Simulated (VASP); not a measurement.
Runs of VASP 6.6.1 on Ru. The structure is that of space group P6/mmm (No. 191), or close to it. The cells are those of the table. This isn't the form of Ru at room conditions, which is hcp.

```csv
task,cell,cutoff (eV),gap on the mesh (eV),pressure (GPa)
relaxation of shape and atoms at fixed volume,"relaxed from a = 2.307, b = 2.307, c = 2.121 Å, angles 90.0, 90.0, 120.0°, 1 atom",600,none,289.6
relaxation of shape and atoms at fixed volume,"relaxed from a = 2.182, b = 2.182, c = 2.006 Å, angles 90.0, 90.0, 120.0°, 1 atom",600,none,585.3
single point,"a = 2.663, b = 2.663, c = 2.448 Å, angles 90.0, 90.0, 120.0°, 1 atom",520,none,0.0
relaxation of shape and atoms at fixed volume,"relaxed from a = 2.618, b = 2.618, c = 2.407 Å, angles 90.0, 90.0, 120.0°, 1 atom",600,none,14.3
relaxation of shape and atoms at fixed volume,"relaxed from a = 2.420, b = 2.420, c = 2.224 Å, angles 90.0, 90.0, 120.0°, 1 atom",600,none,139.9
single point,"a = 2.516, b = 2.516, c = 2.332 Å, angles 90.0, 90.0, 120.0°, 1 atom",520,none,59.2
single point,"a = 2.614, b = 2.614, c = 2.414 Å, angles 90.0, 90.0, 120.0°, 1 atom",520,none,(a)
relaxation of shape and atoms at fixed volume,"relaxed from a = 2.523, b = 2.523, c = 2.319 Å, angles 90.0, 90.0, 120.0°, 1 atom",600,none,59.1
relaxation of cell and atoms,"relaxed from a = 2.601, b = 2.601, c = 2.445 Å, angles 90.0, 90.0, 120.0°, 1 atom",600,none,0.0
```

Alike in all rows: level PBE; potentials or basis VASP PAW PBE potentials, release 64 (Ru_pv); no spin polarisation; k mesh 17 × 17 × 15; smearing fermi-dirac 0.05 eV.

Problem. Fill in the values left out.

Solution. (a) 14.4.

Caveats: the cell stands under pressure (at least some runs); atoms lie so close that the PAW spheres overlap strongly, which falsifies energies and pressures (at least some runs).

A k mesh can miss the band edges, and the runs leave out spin-orbit coupling on Ru.

A gap of «none» marks levels without a gap at the run's occupations.
